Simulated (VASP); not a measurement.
Crystal: BaTiO3.

```
Ba Ti O
1.0
     3.99410    0.00000    0.00000
     0.00000    3.99410    0.00000
     0.00000    0.00000    3.99410
Ba Ti O
1 1 3
Direct
  0.50000 0.50000 0.50000
  0.00000 0.00000 0.00000
  0.50000 0.00000 0.00000
  0.00000 0.50000 0.00000
  0.00000 0.00000 0.50000
```

Base run:

| Quantity | Value |
| --- | --- |
| Program | VASP 6.6.1 |
| Functional | r2SCAN |
| Potentials or basis | VASP PAW PBE potentials, release 64 (Ba_sv, Ti_sv, O_h) |
| Cutoff | 1480 eV |
| k mesh | 6 × 6 × 6 |
| Occupations | gaussian, width 0.01 eV |
| Spin | no spin polarisation |

Its results: band gap on the k mesh 2.16 eV (least direct gap 2.30 eV); pressure 1.7 GPa.

**Question.** The run is repeated on the same cell with these changes: functional from r2SCAN to LDA; potentials or basis from VASP PAW PBE potentials, release 64 (Ba_sv, Ti_sv, O_h) to VASP PAW LDA potentials, release 64 (Ba_sv, Ti_sv, O_h); cutoff from 1480 eV to 1340 eV. What comes out?

**Answer.** Band gap on the k mesh 1.67 eV (least direct gap 1.81 eV); pressure -6.3 GPa.

Caveats: spin-orbit coupling is left out, which moves the levels of the heavy elements; the PAW data sets were made with another functional, which shifts forces and pressure a little (at least some runs); the cell stands under tension (at least some runs).

A k mesh can miss the band edges.
